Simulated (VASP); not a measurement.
# LiF (P6_3mc) in VASP: notebook

The runs below take LiF through single point, with PBE.

Program: VASP 6.6.1. These are calculated values, not measurements. Logs are shortened: lines on timing, memory, paths and dates and some standing lists are left out, and cuts for length are marked.

## 1. The cell of the first run

The structure is hexagonal, space group P6_3mc (No. 186). Conventional cell: a = 3.305 Å, b = 3.305 Å, c = 4.735 Å, α = 90.00°, β = 90.00°, γ = 120.00°. Within 2.4 Å of Li (site symmetry 3m) lie 4 F at 1.83 to 1.98 Å. Within 2.4 Å of F (site symmetry 3m) lie 4 Li at 1.83 to 1.98 Å.

## 2. Single point, PBE (volume 11.200 Å^3 an atom, c/a of the conventional cell 1.4325)

The input, INCAR:

```
PREC = Accurate
ENCUT = 520
EDIFF = 1E-6
ISMEAR = 0
SIGMA = 0.05
LREAL = False
LASPH = True
NELM = 100
ALGO = Normal
ISIF = 2
LWAVE = False
LCHARG = False
GGA = PE
NBANDS = 18
```

The input, KPOINTS:

```
regular mesh
0
Gamma
  9 9 6
```

The input, POSCAR:

```
LiF
1.0
    3.3053509944      0.0000000000      0.0000000000
   -1.6526754972      2.8625179296      0.0000000000
    0.0000000000      0.0000000000      4.7349152994
Li F
2 2
Direct
    0.3333333333      0.6666666667      0.3810713234
    0.6666666667      0.3333333333      0.8810713234
    0.3333333333      0.6666666667      0.9939266766
    0.6666666667      0.3333333333      0.4939266766
```

Potentials or basis: VASP PAW PBE potentials, release 64 (Li_sv, F).

Command:

```sh
$ cat potpaw_PBE.64/Li_sv/POTCAR potpaw_PBE.64/F/POTCAR > POTCAR
$ mpirun -np 1 vasp_std > vasp.out
```

OUTCAR:

```text
PREC = Accurate
   ENCUT = 520
   EDIFF = 1E-6
   ISMEAR = 0
   LREAL = False
   LASPH = True
   NELM = 100
   ISIF = 2
   GGA = PE

 ion  position               nearest neighbor table
   1  0.333  0.667  0.381-   3 1.83   4 1.98   4 1.98   4 1.98
   2  0.667  0.333  0.881-   4 1.83   3 1.98   3 1.98   3 1.98
   3  0.333  0.667  0.994-   1 1.83   2 1.98   2 1.98   2 1.98
   4  0.667  0.333  0.494-   2 1.83   1 1.98   1 1.98   1 1.98

  LATTYP: Found a hexagonal cell.
 ALAT       =     3.3053509944
 C/A-ratio  =     1.4325000000

  Lattice vectors:

 A1 = (   3.3053509944,   0.0000000000,   0.0000000000)
 A2 = (  -1.6526754972,   2.8625179296,   0.0000000000)
 A3 = (   0.0000000000,   0.0000000000,   4.7349152994)

Analysis of symmetry for initial positions (statically):
=====================================================================
 Subroutine PRICEL returns:
 Original cell was already a primitive cell.

 Routine SETGRP: Setting up the symmetry group for a
 hexagonal supercell.

 Subroutine GETGRP returns: Found 12 space group operations
 (whereof  6 operations were pure point group operations)
 out of a pool of 24 trial point group operations.

The static configuration has the point symmetry C_3v.
 The point group associated with its full space group is C_6v.

Analysis of symmetry for dynamics (positions and initial velocities):
=====================================================================
 Subroutine PRICEL returns:
 Original cell was already a primitive cell.

 Routine SETGRP: Setting up the symmetry group for a
 hexagonal supercell.

 Subroutine GETGRP returns: Found 12 space group operations
 (whereof  6 operations were pure point group operations)
 out of a pool of 24 trial point group operations.

The dynamic configuration has the point symmetry C_3v.
 The point group associated with its full space group is C_6v.

 Subroutine INISYM returns: Found 12 space group operations
 (whereof  6 operations are pure point group operations),
 and found     1 'primitive' translations

----------------------------------------------------------------------------------------

                                     Primitive cell

  volume of cell :      44.8000

[... 85 lines left out ...]
   ICHARG =      2    charge: 1-file 2-atom 10-const
   ISPIN  =      1    spin polarized calculation?
   LNONCOLLINEAR =      F non collinear calculations
   LSORBIT =      F    spin-orbit coupling
   LASPH  =      T    aspherical Exc in radial PAW
   ENCUT  =  520.0 eV  38.22 Ry    6.18 a.u.   6.15  6.15  8.80*2*pi/ulx,y,z
   NELM   =    100;   NELMIN=  2; NELMDL= -5     # of ELM steps
   EDIFF  = 0.1E-05   stopping-criterion for ELM
   LREAL  =      F    real-space projection
   EDIFFG = 0.1E-04   stopping-criterion for IOM
   NSW    =      0    number of steps for IOM
   IBRION =     -1    ionic relax: 0-MD 1-quasi-New 2-CG
   NFREE  =      0    steps in history (QN), initial steepest desc. (CG)
   ISIF   =      2    stress and relaxation
   ISYM   =      2    0-nonsym 1-usesym 2-fastsym
   POTIM  = 0.5000    time-step for ionic-motion
   TEBEG  =    0.0;   TEEND  =   0.0 temperature during run
   PSTRESS=    0.0 pullay stress
   NELECT =      20.0000    total number of electrons
   NUPDOWN=      -1.0000    fix difference up-down
   EMIN   =  10.00;   EMAX   =-10.00  energy-range for DOS
   EFERMI =   0.00;   METHOD = LEGACY
   ISMEAR =     0;   SIGMA  =   0.05  broadening in eV -4-tet -1-fermi 0-gaus
   EFERMI_NEDOS =   21; number of points for ismear=-14 and -15
   IALGO  =     38    algorithm
   IMIX   =      4    mixing-type and parameters
     AMIX     =   0.40;   BMIX     =  1.00
     AMIX_MAG =   1.60;   BMIX_MAG =  1.00
  volume/ion in A,a.u.               =      11.20        75.58
  Fermi-wavevector in a.u.,A,eV,Ry     =   1.251196  2.364418 21.299818  1.565492
  Thomas-Fermi vector in A             =   2.385155
   LORBIT       =      0    0 simple, 1 ext, 2 COOP (PROOUT), +10 PAW based schemes
   GGA     = PE    functional components
   LHFCALC =     F    Hartree Fock is set to
   AEXX    =    0.0000 exact exchange contribution
   IVDW    =     0    specifies the selected vdW correction
   LEPSILON=     F    determine dielectric tensor
   LRPA    =     F    only Hartree local field effects (RPA)
 non-spin polarized calculation
 Gauss-broadening in eV      SIGMA  =   0.05
  energy-cutoff  :      520.00
  volume of cell :       44.80
 maximum number of plane-waves:      1224
 NGX is ok and might be reduce to    28
   NGX = 13   NGY = 13   NGZ = 17

 number of electron      20.0000017 magnetization

 Free energy of the ion-electron system (eV)
  ---------------------------------------------------
  ext. energy  EPLUGINS =         0.00000000
  ---------------------------------------------------
  free energy    TOTEN  =       -19.21267761 eV

  energy without entropy =      -19.21267761  energy(sigma->0) =      -19.21267761

 E-fermi :  -2.5420     XC(G=0):  -8.3071

 val. band max:       -2.9303335419   @ k =   0.0000   0.0000   0.0000
 cond. band min:       4.2062783313   @ k =   0.0000   0.0000   0.0000
 fundamental gap:      7.1366118732
 Fermi energy:        -2.5419583378

 k-point     1 :       0.0000    0.0000    0.0000
  band No.  band energies     occupation
      1     -43.7845      2.00000
      2     -43.7527      2.00000
      3     -22.2325      2.00000
      4     -21.9948      2.00000
      5      -4.8176      2.00000
      6      -3.4937      2.00000
[... 481 lines left out ...]
      5      -4.6477      2.00000
      6      -4.0676      2.00000
[... 10 lines left out ...]
     17      14.8665      0.00000
     18      16.5681      0.00000

 [... further k-points ...]
[... 5 lines left out ...]
  --------------------------------------------------------------------------------------
  -------------------------------------------------------------------------------------
  Total       -1.5066262     -1.5066262      0.2398607      0.0000000      0.0000000      0.0000000
  in kB      -53.8813009    -53.8813009      8.5781122      0.0000000      0.0000000      0.0000000
  external PRESSURE =     -33.0614965 kB  Pullay stress =       0.0000000 kB

 VOLUME and BASIS-vectors are now :
 -----------------------------------------------------------------------------
  energy-cutoff  :      520.00
  volume of cell :       44.80
      direct lattice vectors                 reciprocal lattice vectors
     3.305350994  0.000000000  0.000000000     0.302539731  0.174671395  0.000000000
    -1.652675497  2.862517930  0.000000000     0.000000000  0.349342790  0.000000000
     0.000000000  0.000000000  4.734915299     0.000000000  0.000000000  0.211197020

 POSITION                                       TOTAL-FORCE (eV/Angst)
 -----------------------------------------------------------------------------------
     -0.00000      1.90835      1.80434        -0.000000      0.000000      0.267453
      1.65268      0.95417      4.17180         0.000000     -0.000000      0.267453
     -0.00000      1.90835      4.70616         0.000000     -0.000000     -0.267453
      1.65268      0.95417      2.33870        -0.000000      0.000000     -0.267453
 -----------------------------------------------------------------------------------
    total drift:                                0.000000      0.000001     -0.006682

  FREE ENERGIE OF THE ION-ELECTRON SYSTEM (eV)
  ---------------------------------------------------
  free  energy   TOTEN  =       -19.2126776115 eV

  energy  without entropy=      -19.2126776115  energy(sigma->0) =      -19.21267761
```

stdout:

```text
POSCAR found type information on POSCAR LiF
 POSCAR found :  2 types and       4 ions
 scaLAPACK will be used
 LDA part: xc-table for (Slater+PW92), standard interpolation
 POSCAR, INCAR and KPOINTS ok, starting setup
 FFT: planning ... GRIDC
 FFT: planning ... GRID_SOFT
 FFT: planning ... GRID
 WAVECAR not read
 entering main loop
```

It took 78 s on 1 thread of AMD EPYC 7R13, shared host; peak memory 0.15 GiB.

Results:

```yaml
Free_energy: -19.2127 eV
Largest_force: 0.267 eV/Å
Band_gap_on_the_k_mesh: 7.14 eV, direct
```

Forces on the atoms (eV/Å):
```
Li   0.000  0.000  0.267
Li   0.000  0.000  0.267
F    0.000  0.000 -0.267
F    0.000  0.000 -0.267
```

Caveat: the cutoff is under 1.25 times the usual one of these potentials, so pressure, stress and relaxed cells hold a basis-set (Pulay) error. A k mesh can miss the band edges.

## 3. Single point, PBE (volume 11.200 Å^3 an atom, c/a of the conventional cell 1.5216)

The input, INCAR:

```
SYSTEM = LiF
ALGO = Normal
EDIFF = 1E-6
ENCUT = 520
GGA = PE
ISIF = 2
ISMEAR = 0
LASPH = .True.
LCHARG = .False.
LREAL = .False.
LWAVE = .False.
NBANDS = 18
NELM = 80
PREC = Accurate
SIGMA = 0.05
```

The input, KPOINTS:

```
k-points
0
Gamma
  9 9 6
  0 0 0
```

The input, POSCAR:

```
LiF
1.0
    3.2395321491      0.0000000000      0.0000000000
   -1.6197660745      2.8055171375      0.0000000000
    0.0000000000      0.0000000000      4.9292721180
Li F
2 2
Direct
    0.3333333333      0.6666666667      0.3810713234
    0.6666666667      0.3333333333      0.8810713234
    0.3333333333      0.6666666667      0.9939266766
    0.6666666667      0.3333333333      0.4939266766
```

Potentials or basis: VASP PAW PBE potentials, release 64 (Li_sv, F).

Command:

```sh
$ cat potpaw_PBE.64/Li_sv/POTCAR potpaw_PBE.64/F/POTCAR > POTCAR
$ mpirun -np 1 vasp_std > vasp.out
```

Run time: 63 s. Hardware: 1 thread of AMD EPYC 7R13, shared host; peak memory 0.14 GiB.

It converged, with:

```yaml
Free_energy: -19.2593 eV
Largest_force: 0.058 eV/Å
Band_gap_on_the_k_mesh: 7.18 eV, direct
```

Forces on the atoms (eV/Å):
```
Li   0.000  0.000  0.058
Li   0.000  0.000  0.058
F    0.000  0.000 -0.058
F    0.000  0.000 -0.058
```

Levels at points of the mesh, in eV from the valence-band top:
```csv
k point,band 7,band 8,band 9,band 10,band 11,band 12,band 13,band 14
"(0.00, 0.00, 0.00)",-0.46,-0.16,-0.16,0.00,7.18,11.45,14.27,17.40
"(0.00, 0.00, 0.50)",-0.31,-0.31,-0.31,-0.31,8.83,8.83,16.85,16.85
```

Caveat: the cutoff is under 1.25 times the usual one of these potentials, so pressure, stress and relaxed cells hold a basis-set (Pulay) error. A k mesh can miss the band edges.

## 4. Single point, PBE (volume 9.541 Å^3 an atom, c/a of the conventional cell 1.7166)

The input, INCAR:

```
SYSTEM = LiF
ALGO     = Normal         ! electronic algorithm
EDIFF    = 1E-6           ! SCF threshold, eV
ENCUT    = 520            ! plane-wave cutoff, eV
GGA      = PE             ! functional
ISIF     = 2              ! what is computed and relaxed
ISMEAR   = 0              ! smearing method
LASPH    = .TRUE.         ! aspherical terms in the spheres
LCHARG   = .FALSE.        ! write CHGCAR
LREAL    = .FALSE.        ! projectors in reciprocal space
LWAVE    = .FALSE.        ! write WAVECAR
NBANDS   = 18             ! bands
NELM     = 100            ! most SCF steps
PREC     = Accurate       ! precision mode
SIGMA    = 0.05           ! smearing width, eV
```

The input, KPOINTS:

```
k-points
0
G
  9 9 6
  0 0 0
```

The input, POSCAR:

```
LiF
1.0
    2.9499730546      0.0000000000      0.0000000000
   -1.4749865273      2.5547516058      0.0000000000
    0.0000000000      0.0000000000      5.0639237455
Li F
2 2
Direct
    0.3333333333      0.6666666667      0.3810713234
    0.6666666667      0.3333333333      0.8810713234
    0.3333333333      0.6666666667      0.9939266766
    0.6666666667      0.3333333333      0.4939266766
```

Potentials or basis: VASP PAW PBE potentials, release 64 (Li_sv, F).

Command:

```sh
$ cat potpaw_PBE.64/Li_sv/POTCAR potpaw_PBE.64/F/POTCAR > POTCAR
$ mpirun -np 1 vasp_std > vasp.out
```

OUTCAR:

```text
SYSTEM = LiF
   EDIFF = 1E-6
   ENCUT = 520
   GGA = PE
   ISIF = 2
   ISMEAR = 0
   LASPH = .TRUE.
   LREAL = .FALSE.
   NELM = 100
   PREC = Accurate

 ion  position               nearest neighbor table
   1  0.333  0.667  0.381-   4 1.80   4 1.80   4 1.80   3 1.96
   2  0.667  0.333  0.881-   3 1.80   3 1.80   3 1.80   4 1.96
   3  0.333  0.667  0.994-   2 1.80   2 1.80   2 1.80   1 1.96
   4  0.667  0.333  0.494-   1 1.80   1 1.80   1 1.80   2 1.96

  LATTYP: Found a hexagonal cell.
[... 698 lines left out ...]
     17      16.5697      0.00000
     18      19.6776      0.00000

 [... further k-points ...]
[... 5 lines left out ...]
  --------------------------------------------------------------------------------------
  -------------------------------------------------------------------------------------
  Total        2.2080188      2.2080188     -0.1557456      0.0000000      0.0000000      0.0000000
  in kB       92.6956720     92.6956720     -6.5384151      0.0000000      0.0000000      0.0000000
  external PRESSURE =      59.6176429 kB  Pullay stress =       0.0000000 kB

 VOLUME and BASIS-vectors are now :
 -----------------------------------------------------------------------------
  energy-cutoff  :      520.00
  volume of cell :       38.16
      direct lattice vectors                 reciprocal lattice vectors
     2.949973055  0.000000000  0.000000000     0.338986147  0.195713743  0.000000000
    -1.474986527  2.554751606  0.000000000     0.000000000  0.391427487  0.000000000
     0.000000000  0.000000000  5.063923746     0.000000000  0.000000000  0.197475327

 POSITION                                       TOTAL-FORCE (eV/Angst)
 -----------------------------------------------------------------------------------
     -0.00000      1.70317      1.92972        -0.000000      0.000000     -0.330914
      1.47499      0.85158      4.46168         0.000000     -0.000000     -0.330914
     -0.00000      1.70317      5.03317        -0.000000      0.000000      0.330914
      1.47499      0.85158      2.50121         0.000000     -0.000000      0.330914
 -----------------------------------------------------------------------------------
    total drift:                                0.000001      0.000001     -0.001508

  FREE ENERGIE OF THE ION-ELECTRON SYSTEM (eV)
  ---------------------------------------------------
  free  energy   TOTEN  =       -19.1709446360 eV

  energy  without entropy=      -19.1709446360  energy(sigma->0) =      -19.17094464
```

stdout:

```text
POSCAR found type information on POSCAR LiF
 POSCAR found :  2 types and       4 ions
 scaLAPACK will be used
 LDA part: xc-table for (Slater+PW92), standard interpolation
 POSCAR, INCAR and KPOINTS ok, starting setup
 FFT: planning ... GRIDC
 FFT: planning ... GRID_SOFT
 FFT: planning ... GRID
 WAVECAR not read
 entering main loop
```

It took 54 s on 1 thread of AMD EPYC 7R13 (Zen 3), shared host; peak memory 0.13 GiB.

What came out:

```
Free energy            : -19.1709 eV
Largest force          : 0.331 eV/Å
Band gap on the k mesh : 8.10 eV, direct
```

Forces in eV/Å, atoms in the order of the input:
```
Li   0.000  0.000 -0.331
Li   0.000  0.000 -0.331
F    0.000  0.000  0.331
F    0.000  0.000  0.331
```

Caveat: the cutoff is under 1.25 times the usual one of these potentials, so pressure, stress and relaxed cells hold a basis-set (Pulay) error. A k mesh can miss the band edges.

[end of part 1 of 2]
